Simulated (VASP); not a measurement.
Here is a VASP 6.6.1 calculation.

Contents of INCAR:

```
SYSTEM = Sc2B3
PREC = Accurate
ENCUT = 600
EDIFF = 1E-6
ISMEAR = 0
SIGMA = 0.1
LREAL = .FALSE.
LASPH = .TRUE.
NELM = 100
ALGO = Normal
ISIF = 3
LWAVE = .FALSE.
LCHARG = .FALSE.
GGA = PE
IBRION = 2
NSW = 100
EDIFFG = -0.01
```

The input KPOINTS:

```
Automatic mesh
0
G
  12 12 6
  0 0 0
```

POSCAR

```
Sc2B3
1.0
    3.4211974421      0.0000000000      0.0000000000
   -1.7105987210      2.9628438962      0.0000000000
    0.0000000000      0.0000000000      6.8658211896
Sc B
2 3
Direct
    0.3333333333      0.6666666667      0.1795519822
    0.0000000000      0.0000000000      0.5625562807
    0.8338205272      0.1661794728      0.9142684424
    0.8338205272      0.6676410544      0.9142684424
    0.3323589456      0.1661794728      0.9142684424
```

Potentials or basis: VASP PAW PBE potentials, release 64 (Sc_sv, B).

Launch:

```sh
$ cat potpaw_PBE.64/Sc_sv/POTCAR potpaw_PBE.64/B/POTCAR > POTCAR
$ mpirun -np 1 vasp_std > vasp.out
```

(1) What does it give for the space group after relaxing (to 0.05 Å)?

(2) What does it give for the relaxed cell?

(3) Predict the relaxed volume.

Answers

(1) P3m1 (No. 156).

(2) a = 3.421 Å, b = 3.421 Å, c = 6.878 Å, α = 90.00°, β = 90.00°, γ = 120.00°.

(3) 13.94 Å³/atom.
